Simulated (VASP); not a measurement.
Here is a VASP 6.6.1 calculation.

File POSCAR:

```
TiAl3
1.0
   -1.9237634764      1.9237634764      4.3090184209
    1.9237634764     -1.9237634764      4.3090184209
    1.9237634764      1.9237634764     -4.3090184209
Ti Al
1 3
Direct
    0.0000000000      0.0000000000      0.0000000000
    0.2500000000      0.7500000000      0.5000000000
    0.7500000000      0.2500000000      0.5000000000
    0.5000000000      0.5000000000      0.0000000000
```

INCAR.step1

```
SYSTEM = TiAl3
  PREC = Accurate
  ENCUT = 520
  ISMEAR = -1
  SIGMA = 0.05
  LREAL = .False.
  LASPH = .True.
  NELM = 80
  NBANDS = 18
  GGA = PE
  ALGO = Normal
  EDIFF = 1E-4
  LWAVE = .True.
  LCHARG = .False.
```

File INCAR.step2:

```
SYSTEM = TiAl3
  PREC = Accurate
  ENCUT = 520
  EDIFF = 1E-7
  ISMEAR = -1
  SIGMA = 0.05
  LREAL = .False.
  LASPH = .True.
  NELM = 80
  ALGO = Normal
  ISIF = 2
  LWAVE = .False.
  LCHARG = .False.
  METAGGA = R2SCAN
  LMIXTAU = .True.
  NBANDS = 18
  ISTART = 1
```

KPOINTS

```
regular mesh
0
Gamma
  10 10 10
  0 0 0
```

Potentials or basis: VASP PAW PBE potentials, release 64 (Ti_sv, Al).

Command:

```sh
$ cat potpaw_PBE.64/Ti_sv/POTCAR potpaw_PBE.64/Al/POTCAR > POTCAR
$ cp INCAR.step1 INCAR
$ mpirun -np 1 vasp_std > vasp.out
$ cp INCAR.step2 INCAR
$ mpirun -np 1 vasp_std > vasp.out
```

(1) Estimate the band gap on the k mesh.

(2) Estimate the pressure.

## Answers

(1) zero (an odd number of electrons rules out a gap without spin polarisation).

(2) -2.2 GPa.

Caveat: the PAW data sets were made with another functional, which shifts forces and pressure a little.
